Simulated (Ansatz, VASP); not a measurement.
One calculation of AlN, two programs

INCAR

```
PREC = Accurate ; ENCUT = 600
EDIFF = 1E-6 ; ISMEAR = 0
SIGMA = 0.05 ; LREAL = F
LASPH = T ; NELM = 120
ALGO = Normal ; ISIF = 2
LWAVE = F ; LCHARG = F
GGA = PS ; NBANDS = 26
GGA_COMPAT = F
```

KPOINTS

```
Automatic mesh
0
Gamma
  8 8 3
```

POSCAR

```
AlN
1.0
   -3.1137929129      0.0000000000      0.0000000000
   -1.5568964565     -2.6966237647      0.0000000000
   -0.6487068569     -1.1235932353     10.6671109118
Al N
4 4
Direct
    0.3333333333     -0.0188108341      0.8451460020
    0.3333333333      0.1758511936      0.3779571354
    0.6666666667      0.6065155408      0.1443627022
    0.6666666667      0.4118535130      0.6115515687
    0.3333333333      0.2961534454      0.0892317311
    0.3333333333      0.1014914177      0.5564205976
    0.6666666667      0.5321557649      0.3228261643
    0.6666666667      0.3374937371      0.7900150309
```

Input for Ansatz:

```yaml
crystal:
  lattice:
    - [-3.1137929129, 0.0, 0.0]
    - [-1.5568964565, -2.6966237647, 0.0]
    - [-0.6487068569, -1.1235932353, 10.6671109118]
  atoms:
    - { symbol: Al, position: [0.3333333333, -0.0188108341, 0.845146002] }
    - { symbol: Al, position: [0.3333333333, 0.1758511936, 0.3779571354] }
    - { symbol: Al, position: [0.6666666667, 0.6065155408, 0.1443627022] }
    - { symbol: Al, position: [0.6666666667, 0.411853513, 0.6115515687] }
    - { symbol: "N", position: [0.3333333333, 0.2961534454, 0.0892317311] }
    - { symbol: "N", position: [0.3333333333, 0.1014914177, 0.5564205976] }
    - { symbol: "N", position: [0.6666666667, 0.5321557649, 0.3228261643] }
    - { symbol: "N", position: [0.6666666667, 0.3374937371, 0.7900150309] }
basis:
  ecutwfc: 520.0
kpoints:
  mp_grid: { grid: [8, 8, 3] }
hamiltonian:
  xc: pbesol
scf:
  occupations: { method: gaussian, width: 0.05 }
output:
  forces: true
  stress: true
  eigenvalues: true
```

Alike in both runs: task single point; functional PBEsol; k mesh 8 × 8 × 3; occupations gaussian, width 0.05 eV; no spin polarisation.

|  | VASP | Ansatz |
| --- | --- | --- |
| version | VASP 6.6.1 | Ansatz 0.2.0 |
| potentials or method | VASP PAW PBE potentials, release 64 (Al, N), cutoff 600 eV | scalar-relativistic, plane waves, PAW |
| valence electrons in the cell | 32 | 32 |

|  | VASP | Ansatz | Ansatz less VASP |
| --- | --- | --- | --- |
| gap on the k mesh at the Fermi level (eV) | 1.66 | 1.65 | -0.015 |
| least direct gap on the mesh (eV) | 1.66 | 1.65 | -0.015 |
| pressure (GPa) | -4.5 | -4.4 | +0.15 |
| traceless stress, the component that is largest in VASP (GPa) | -2.91 | -2.81 | +0.099 |
| rms of the force components (eV/Å) | 0.553 | 0.556 | +0.0032 |

VASP's potentials were made for PBE, not for PBEsol. Atom by atom the forces differ by 0.004 eV/Å (rms over components). With one functional, cell and mesh, what is left measures potentials, basis and numerics.
